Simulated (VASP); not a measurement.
# Si12O23F (a cell with a defect) in VASP: further runs

Si12O23F (a cell with a defect) is run at these levels: PBE; tasks: single point.

All numbers are computed with VASP 6.6.1; they aren't measurements. Logs are shortened: lines on timing, memory, paths and dates and some standing lists are left out, and cuts for length are marked.

## (1) The cell of the first run

The cell holds a defect, 36 atoms: a = 10.098 Å, b = 10.098 Å, c = 7.325 Å, α = 113.50°, β = 113.50°, γ = 114.92°.

## (2) Single point, PBE

The input, INCAR:

```
PREC = Accurate ; ENCUT = 520
EDIFF = 1E-7 ; ISMEAR = -1
SIGMA = 0.01 ; LREAL = Auto
LASPH = T ; NELM = 100
ALGO = Normal ; ISIF = 2
LWAVE = F ; LCHARG = F
GGA = PE ; NELECT = 192.0
NBANDS = 120
```

The input, KPOINTS:

```
Automatic mesh
0
Gamma
  3 3 4
```

The input, POSCAR:

```
Si12O23F
1.0
   -7.3724492651      4.2564855678      5.4313011400
    7.3724492651     -4.2564855678      5.4313011400
    2.4574830884      4.2564855678     -5.4313011400
Si F O
12 1 23
Direct
    0.2655442950      0.2655442950      0.5310885900
    0.7655442950      0.7655442950      0.5310885900
    0.7655442950      0.2655442950      0.0310885900
    0.2655442950      0.7655442950      0.0310885900
    0.5677890383      0.3333333333      0.2344557050
    0.0677890383      0.8333333333      0.2344557050
    0.0677890383      0.3333333333      0.7344557050
    0.5677890383      0.8333333333      0.7344557050
    0.1666666667      0.4011223717      0.2344557050
    0.6666666667      0.9011223717      0.2344557050
    0.6666666667      0.4011223717      0.7344557050
    0.1666666667      0.9011223717      0.7344557050
    0.5991426350      0.5270570450      0.3413087000
    0.0991426350      0.0270570450      0.3413087000
    0.0991426350      0.5270570450      0.8413087000
    0.5991426350      0.0270570450      0.8413087000
    0.4870265667      0.3524150117      0.7212172650
    0.9870265667      0.8524150117      0.7212172650
    0.9870265667      0.3524150117      0.2212172650
    0.4870265667      0.8524150117      0.2212172650
    0.5911672683      0.2978644133      0.4374740350
    0.0911672683      0.7978644133      0.4374740350
    0.0911672683      0.2978644133      0.9374740350
    0.5911672683      0.7978644133      0.9374740350
    0.2421660650      0.3142516550      0.3413087000
    0.7421660650      0.8142516550      0.3413087000
    0.7421660650      0.3142516550      0.8413087000
    0.2421660650      0.8142516550      0.8413087000
    0.3463067667      0.6396096217      0.4374740350
    0.8463067667      0.1396096217      0.4374740350
    0.8463067667      0.6396096217      0.9374740350
    0.3463067667      0.1396096217      0.9374740350
    0.7341906983      0.8688022533      0.7212172650
    0.2341906983      0.3688022533      0.7212172650
    0.2341906983      0.8688022533      0.2212172650
    0.7341906983      0.3688022533      0.2212172650
```

Potentials or basis: VASP PAW PBE potentials, release 64 (Si, F, O).

Run with:

```console
> cat potpaw_PBE.64/Si/POTCAR potpaw_PBE.64/F/POTCAR potpaw_PBE.64/O/POTCAR > POTCAR
> mpirun -np 1 vasp_std > vasp.out
```

OUTCAR:

```text
PREC = Accurate
   ENCUT = 520
   EDIFF = 1E-7
   ISMEAR = -1
   LREAL = Auto
   LASPH = T
   NELM = 100
   ISIF = 2
   GGA = PE
   NELECT = 192.0

 ion  position               nearest neighbor table
   1  0.266  0.266  0.531-  17 1.61  34 1.61  25 1.62  14 1.62  11 3.06   9 3.06   7 3.06   6 3.06

   2  0.766  0.766  0.531-  18 1.61  33 1.61  26 1.62  13 1.62  12 3.06  10 3.06   8 3.06   5 3.06

   3  0.766  0.266  0.031-  19 1.61  36 1.61  27 1.62  16 1.62   9 3.06  11 3.06   5 3.06   8 3.06
[... 41 lines left out ...]
  35  0.234  0.869  0.221-   4 1.61   6 1.62
  36  0.734  0.369  0.221-   3 1.61   5 1.62

  LATTYP: Found a face centered orthorhombic cell.
 ALAT       =     9.8299323535
 B/A-ratio  =     1.1050536148
 C/A-ratio  =     1.7320508076

  Lattice vectors:

 A1 = (  -7.3724492651,   4.2564855678,  -5.4313011400)
 A2 = (  -4.9149661767,   8.5129711356,   0.0000000000)
 A3 = (   2.4574830884,   4.2564855678,  -5.4313011400)

Analysis of symmetry for initial positions (statically):
=====================================================================
 Subroutine PRICEL returns:
 Original cell was already a primitive cell.

 Routine SETGRP: Setting up the symmetry group for a
 face centered orthorhombic supercell.

 Subroutine GETGRP returns: Found  1 space group operations
 (whereof  1 operations were pure point group operations)
 out of a pool of  8 trial point group operations.

The static configuration has the point symmetry C_1 .

Analysis of symmetry for dynamics (positions and initial velocities):
=====================================================================
 Subroutine PRICEL returns:
 Original cell was already a primitive cell.

 Routine SETGRP: Setting up the symmetry group for a
 face centered orthorhombic supercell.

 Subroutine GETGRP returns: Found  1 space group operations
 (whereof  1 operations were pure point group operations)
 out of a pool of  8 trial point group operations.

The dynamic configuration has the point symmetry C_1 .

 Subroutine INISYM returns: Found  1 space group operations
 (whereof  1 operations are pure point group operations),
 and found     1 'primitive' translations

----------------------------------------------------------------------------------------

                                     Primitive cell

  volume of cell :     454.5018

  direct lattice vectors                    reciprocal lattice vectors
    -7.372449265  4.256485568  5.431301140     0.000000000  0.117467801  0.092058972
     7.372449265 -4.256485568  5.431301140     0.101730100  0.058733901  0.092058972
     2.457483088  4.256485568 -5.431301140     0.101730100  0.176201702  0.000000000

  length of vectors
    10.098005230 10.098005230  7.325020450     0.149243220  0.149243220  0.203460200

  position of ions in fractional coordinates (direct lattice)
     0.265544295  0.265544295  0.531088590
     0.765544295  0.765544295  0.531088590
     0.765544295  0.265544295  0.031088590
     0.265544295  0.765544295  0.031088590
     0.567789038  0.333333333  0.234455705
     0.067789038  0.833333333  0.234455705
[... 28 lines left out ...]
     0.234190698  0.868802253  0.221217265
     0.734190698  0.368802253  0.221217265

  ion indices of the primitive-cell ions
   primitive index   ion index
                 1           1
                 2           2
                 3           3
                 4           4
                 5           5
                 6           6
[... 28 lines left out ...]
                35          35
                36          36

----------------------------------------------------------------------------------------

 KPOINTS: Automatic mesh

Automatic generation of k-mesh.
 Grid dimensions read from file:
 generate k-points for:    3    3    4

[... 17 lines left out ...]
|           W    W  A    A  R    R  N N  N  II  N N  N  G       !!!           |
|           W WW W  AAAAAA  RRRRR   N  N N  II  N  N N  G  GGG   !            |
|           WW  WW  A    A  R   R   N   NN  II  N   NN  G    G                |
|           W    W  A    A  R    R  N    N  II  N    N   GGGG   !!!           |
|                                                                             |
|     Your reciprocal lattice and k-lattice belong to different lattice       |
|     classes:                                                                |
|                                                                             |
|        The reciprocal lattice is body-centered orthorhombic,                |
|        whereas your k-lattice is base-centered monoclinic.                  |
|                                                                             |
|     Results are often still useful ...                                      |
|                                                                             |
 -----------------------------------------------------------------------------

 WARNING: IBZKPT: internal override: KBLOWUP is changed to .FALSE.
      ... skipping the blow-up phase ...

 Subroutine IBZKPT returns following result:
 ===========================================

 Found     19 irreducible k-points:

 Following reciprocal coordinates:
            Coordinates               Weight
  0.000000  0.000000  0.000000      1.000000
  0.333333 -0.000000 -0.000000      2.000000
 -0.000000  0.333333 -0.000000      2.000000
  0.333333  0.333333 -0.000000      2.000000
 -0.333333  0.333333  0.000000      2.000000
 -0.000000  0.000000  0.250000      2.000000
[... 11 lines left out ...]
  0.333333  0.333333  0.500000      2.000000
 -0.333333  0.333333  0.500000      2.000000
   k-points           NKPTS =     19   k-points in BZ     NKDIM =     19   number of bands    NBANDS=    120
   number of dos      NEDOS =    301   number of ions     NIONS =     36
   total plane-waves  NPLWV = 345600
   dimension x,y,z NGX =    80 NGY =   80 NGZ =   54
   dimension x,y,z NGXF=   160 NGYF=  160 NGZF=  108
   ions per type =              12   1  23
   NGX,Y,Z   is equivalent  to a cutoff of  13.17, 13.17, 12.26 a.u.
   NGXF,Y,Z  is equivalent  to a cutoff of  26.34, 26.34, 24.51 a.u.
 SYSTEM =  unknown system
   PREC   = accura    normal or accurate (medium, high low for compatibility)
   ISTART =      0    job   : 0-new  1-cont  2-samecut
   ICHARG =      2    charge: 1-file 2-atom 10-const
   ISPIN  =      1    spin polarized calculation?
   LNONCOLLINEAR =      F non collinear calculations
   LSORBIT =      F    spin-orbit coupling
   LASPH  =      T    aspherical Exc in radial PAW
   ENCUT  =  520.0 eV  38.22 Ry    6.18 a.u.  18.78 18.78 13.62*2*pi/ulx,y,z
   NELM   =    100;   NELMIN=  2; NELMDL= -5     # of ELM steps
   EDIFF  = 0.1E-06   stopping-criterion for ELM
   LREAL  =      T    real-space projection
   EDIFFG = 0.1E-05   stopping-criterion for IOM
   NSW    =      0    number of steps for IOM
   IBRION =     -1    ionic relax: 0-MD 1-quasi-New 2-CG
   NFREE  =      0    steps in history (QN), initial steepest desc. (CG)
   ISIF   =      2    stress and relaxation
   ISYM   =      2    0-nonsym 1-usesym 2-fastsym
   POTIM  = 0.5000    time-step for ionic-motion
   TEBEG  =    0.0;   TEEND  =   0.0 temperature during run
   PSTRESS=    0.0 pullay stress
   NELECT =     192.0000    total number of electrons
   NUPDOWN=      -1.0000    fix difference up-down
   EMIN   =  10.00;   EMAX   =-10.00  energy-range for DOS
   EFERMI =   0.00;   METHOD = LEGACY
   ISMEAR =    -1;   SIGMA  =   0.01  broadening in eV -4-tet -1-fermi 0-gaus
   EFERMI_NEDOS =   21; number of points for ismear=-14 and -15
   IALGO  =     38    algorithm
   IMIX   =      4    mixing-type and parameters
     AMIX     =   0.40;   BMIX     =  1.00
     AMIX_MAG =   1.60;   BMIX_MAG =  1.00
  volume/ion in A,a.u.               =      12.63        85.20
  Fermi-wavevector in a.u.,A,eV,Ry     =   1.228372  2.321287 20.529814  1.508899
  Thomas-Fermi vector in A             =   2.363300
   LORBIT       =      0    0 simple, 1 ext, 2 COOP (PROOUT), +10 PAW based schemes
   GGA     = PE    functional components
   LHFCALC =     F    Hartree Fock is set to
   AEXX    =    0.0000 exact exchange contribution
   IVDW    =     0    specifies the selected vdW correction
   LEPSILON=     F    determine dielectric tensor
   LRPA    =     F    only Hartree local field effects (RPA)
 non-spin polarized calculation
  energy-cutoff  :      520.00
  volume of cell :      454.50
 maximum number of plane-waves:     12273
 NGX is ok and might be reduce to    80
   NGX = 37   NGY = 37   NGZ = 27

 number of electron     191.9999999 magnetization

 Free energy of the ion-electron system (eV)
  ---------------------------------------------------
  ext. energy  EPLUGINS =         0.00000000
  ---------------------------------------------------
  free energy    TOTEN  =      -282.88639730 eV

  energy without entropy =     -282.88639730  energy(sigma->0) =     -282.88639730

 E-fermi :   1.5765     XC(G=0):  -9.1523

 val. band max:        1.3276058894   @ k =  -0.0000   0.3333   0.5000
 cond. band min:       6.3158822217   @ k =   0.0000   0.0000   0.0000
 fundamental gap:      4.9882763323
 Fermi energy:         1.5764912264

 k-point     1 :       0.0000    0.0000    0.0000
  band No.  band energies     occupation
      1     -27.4211      2.00000
      2     -18.2981      2.00000
      3     -18.0416      2.00000
      4     -17.7646      2.00000
      5     -17.5971      2.00000
      6     -17.3879      2.00000
[... 2098 lines left out ...]
    107      10.4319      0.00000
    108      10.5326      0.00000
 [bands above 108 left out]

------------------------ aborting loop because EDIFF is reached ----------------------------------------

  FORCE on cell =-STRESS in cart. coord.  units (eV):
  Direction    XX          YY          ZZ          XY          YZ          ZX
  --------------------------------------------------------------------------------------
  -------------------------------------------------------------------------------------
  Total       10.9035632      5.7576993      8.1165875      0.3922258      0.5882802      2.8585960
  in kB       38.4364665     20.2966324     28.6120175      1.3826464      2.0737637     10.0769194
  external PRESSURE =      29.1150388 kB  Pullay stress =       0.0000000 kB

 VOLUME and BASIS-vectors are now :
 -----------------------------------------------------------------------------
  energy-cutoff  :      520.00
  volume of cell :      454.50
      direct lattice vectors                 reciprocal lattice vectors
    -7.372449265  4.256485568  5.431301140     0.000000000  0.117467801  0.092058972
     7.372449265 -4.256485568  5.431301140     0.101730100  0.058733901  0.092058972
     2.457483088  4.256485568 -5.431301140     0.101730100  0.176201702  0.000000000

 POSITION                                       TOTAL-FORCE (eV/Angst)
 -----------------------------------------------------------------------------------
      1.30514      2.26057     -0.00000         0.074810     -0.244542     -0.248791
      1.30514      2.26057      5.43130         4.180007      1.640857      4.557277
     -3.60982      2.26057      5.43130        -1.015896     -0.040517      0.557484
      3.76262     -1.99591      5.43130        -0.110244      0.148203     -0.272134
     -1.15234      1.99591      3.62087        -5.715463      0.836207     -2.596024
      6.22011     -2.26057      3.62087        -0.045082      0.175561      0.371525
[... 28 lines left out ...]
      5.22228     -1.75961      4.78919         0.195243      0.164467      0.131218
     -2.15017      2.49688      4.78919         2.087780     -0.124417     -0.456910
 -----------------------------------------------------------------------------------
    total drift:                               -0.011531     -0.001760      0.009733

  FREE ENERGIE OF THE ION-ELECTRON SYSTEM (eV)
  ---------------------------------------------------
  free  energy   TOTEN  =      -282.8863972979 eV

  energy  without entropy=     -282.8863972979  energy(sigma->0) =     -282.88639730
```

Wall time 27 min (1 thread of Intel Xeon 6975P-C (Granite Rapids), shared host); peak memory 1.1 GiB.

What came out:

```
Free energy   : -282.8864 eV
Largest force : 6.398 eV/Å
```

Forces on the atoms (eV/Å):
```
Si   0.075 -0.245 -0.249
Si   4.180  1.641  4.557
Si  -1.016 -0.041  0.557
Si  -0.110  0.148 -0.272
Si  -5.715  0.836 -2.596
Si  -0.045  0.176  0.372
Si   0.208 -0.203  0.096
Si   0.908 -0.253 -0.825
Si   0.340 -0.287 -0.257
Si   0.723 -0.794  0.429
Si   0.329  0.941 -0.554
Si  -1.286  0.151  0.119
F    0.612 -1.343 -0.868
O    0.109 -0.228 -0.167
O    0.103 -0.259 -0.136
O    0.162 -0.135 -0.072
O    0.119  0.356 -0.037
O    0.220 -0.917 -1.404
O    0.261  0.104 -0.263
O   -0.023  0.394 -0.062
O    0.237 -1.050  1.077
O    0.048  0.198 -0.399
O   -0.391  0.223 -0.163
O   -0.415  0.068 -0.052
O   -0.429  0.035  0.409
O   -1.205  0.811 -1.284
O   -0.092 -0.155  0.132
O    0.088 -0.336  0.387
O   -0.056 -0.016  0.376
O   -0.050 -0.193 -0.045
O    0.036 -0.617  0.115
O    1.388  0.422  0.968
O   -1.608  0.074  0.245
O    0.014  0.453  0.191
O    0.195  0.164  0.131
O    2.088 -0.124 -0.457
```

Levels at points of the mesh, in eV from the Fermi level:
| k point | band 93 | band 94 | band 95 | band 96 | band 97 | band 98 | band 99 | band 100 |
| --- | --- | --- | --- | --- | --- | --- | --- | --- |
| (0.00, 0.00, 0.00) | -0.54 | -0.49 | -0.40 | -0.33 | 4.74 | 6.80 | 7.52 | 7.80 |
| (0.00, 0.00, 0.50) | -0.52 | -0.40 | -0.32 | -0.28 | 5.51 | 7.19 | 7.39 | 7.67 |

Caveat: the cell carries a net charge on a neutralising background, which shifts energy and pressure; the cell is charged against a uniform background, so pressure and absolute levels hang on convention.

(Continued in part 2 of 2.)
